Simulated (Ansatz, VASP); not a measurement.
One calculation of MgSe, two programs

Contents of POSCAR:

```
MgSe
1.0
    0.0000000000      2.7254991651      2.7254991651
    2.7254991651      0.0000000000      2.7254991651
    2.7254991651      2.7254991651      0.0000000000
Mg Se
1 1
Direct
    0.0000000000      0.0000000000      0.0000000000
    0.5000000000      0.5000000000      0.5000000000
```

The input INCAR.step1:

```
PREC = Accurate
ENCUT = 520
EDIFF = 1E-5
ISMEAR = 0
SIGMA = 0.05
LREAL = False
LASPH = True
NELM = 120
ALGO = Normal
ISIF = 2
LWAVE = True
NBANDS = 11
GGA = PE
GGA_COMPAT = False
```

File INCAR.step2:

```
PREC = Accurate
ENCUT = 520
EDIFF = 1E-6
ISMEAR = 0
SIGMA = 0.05
LREAL = False
LASPH = True
NELM = 120
ALGO = Normal
ISIF = 2
LWAVE = False
LCHARG = True
GGA = PE
LHFCALC = True
AEXX = 0.4
PRECFOCK = Normal
LELF = True
LVHAR = True
NBANDS = 11
ISTART = 1
GGA_COMPAT = False
```

Contents of KPOINTS:

```
Automatic mesh
0
Gamma
  4 4 4
```

Input for Ansatz:

```yaml
crystal:
  lattice:
    - [0.0, 2.7254991651, 2.7254991651]
    - [2.7254991651, 0.0, 2.7254991651]
    - [2.7254991651, 2.7254991651, 0.0]
  atoms:
    - { symbol: Mg, position: [0.0, 0.0, 0.0] }
    - { symbol: Se, position: [0.5, 0.5, 0.5] }
basis:
  ecutwfc: 420
  ecutrho_ratio: 4
kpoints:
  mp_grid: { grid: [4, 4, 4] }
hamiltonian:
  xc: { exchange: pbe, correlation: pbe, exx: { coeff: 0.4 } }
scf:
  occupations: { method: gaussian, width: 0.05 }
  n_extra_bands: 9
output:
  forces: true
  stress: true
  eigenvalues: true
  populations: true
  dos: { projected: true, de: 0.02 }
```

Alike in both runs: task single point; functional PBE-based global hybrid; k mesh 4 × 4 × 4; occupations gaussian, width 0.05 eV; no spin polarisation.

```csv
,VASP,Ansatz
version,VASP 6.6.1,Ansatz 0.2.0
potentials or method,"VASP PAW PBE potentials, release 64 (Mg, Se), cutoff 520 eV","scalar-relativistic, plane waves, PAW"
valence electrons in the cell,8,26
```

|  | VASP | Ansatz | Ansatz less VASP |
| --- | --- | --- | --- |
| gap on the k mesh at the Fermi level (eV) | 4.40 | 4.38 | -0.023 |
| least direct gap on the mesh (eV) | 5.43 | 5.40 | -0.027 |
| pressure (GPa) | -0.5 | 0.1 | +0.61 |

VASP's potentials were made for PBE, not for PBE-based global hybrid. VASP's potentials hold 8 valence electrons a cell and Ansatz's 26, so a difference there can come from the potentials and not from the codes. Ansatz's warnings: stress exchange threshold loose, stress scf threshold loose.

The k mesh is coarse, so the values compare programs but aren't converged.
